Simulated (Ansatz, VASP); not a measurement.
## One calculation of Ta2Ga, two programs

INCAR

```
ALGO = Normal
EDIFF = 1E-6
ENCUT = 520
GGA = PE
ISIF = 2
ISMEAR = 0
LASPH = T
LCHARG = F
LREAL = F
LWAVE = F
NBANDS = 24
NELM = 60
PREC = Accurate
SIGMA = 0.1
```

The input KPOINTS:

```
k-points
0
Gamma
  8 8 8
```

The input POSCAR:

```
Ta2Ga
1.0
   -1.7106941537      1.7106941537      4.1965465959
    1.7106941537     -1.7106941537      4.1965465959
    1.7106941537      1.7106941537     -4.1965465959
Ta Ga
2 1
Direct
    0.6650000000      0.6650000000      0.0000000000
    0.3350000000      0.3350000000      0.0000000000
    0.0000000000      0.0000000000      0.0000000000
```

Input for Ansatz:

```yaml
crystal:
  lattice:
    - [-1.7106941537, 1.7106941537, 4.1965465959]
    - [1.7106941537, -1.7106941537, 4.1965465959]
    - [1.7106941537, 1.7106941537, -4.1965465959]
  atoms:
    - { symbol: Ta, position: [0.665, 0.665, 0.0] }
    - { symbol: Ta, position: [0.335, 0.335, 0.0] }
    - { symbol: Ga, position: [0.0, 0.0, 0.0] }
basis:
  ecutwfc: 420
kpoints:
  mp_grid: { grid: [8, 8, 8] }
hamiltonian:
  xc: pbe
scf:
  occupations: { method: gaussian, width: 0.1 }
  lower_state_search: "off"
output:
  forces: true
  stress: true
  eigenvalues: true
```

Alike in both runs: task single point; functional PBE; k mesh 8 × 8 × 8; occupations gaussian, width 0.1 eV; no spin polarisation.

|  | VASP | Ansatz |
| --- | --- | --- |
| version | VASP 6.6.1 | Ansatz 0.2.0 |
| potentials or method | VASP PAW PBE potentials, release 64 (Ta_pv, Ga_d), cutoff 520 eV | scalar-relativistic, plane waves, PAW |
| valence electrons in the cell | 35 | 39 |

VASP gave:

```
gap on the k mesh at the Fermi level (eV)                     : none
pressure (GPa)                                                : 11.5
traceless stress, the component that is largest in VASP (GPa) : 7.09
rms of the force components (eV/Å)                            : 0.018
```

Problem. What did Ansatz give for the same quantities?

Solution. gap on the k mesh at the Fermi level (eV): none; pressure (GPa): 11.2; traceless stress, the component that is largest in VASP (GPa): 7.10; rms of the force components (eV/Å): 0.022.

Atom by atom the forces differ by 0.004 eV/Å (rms over components). A gap of «none» marks a metal or a gap that the smearing closes. VASP's potentials hold 35 valence electrons a cell and Ansatz's 39, so a difference there can come from the potentials and not from the codes.

Spin-orbit coupling is off throughout.
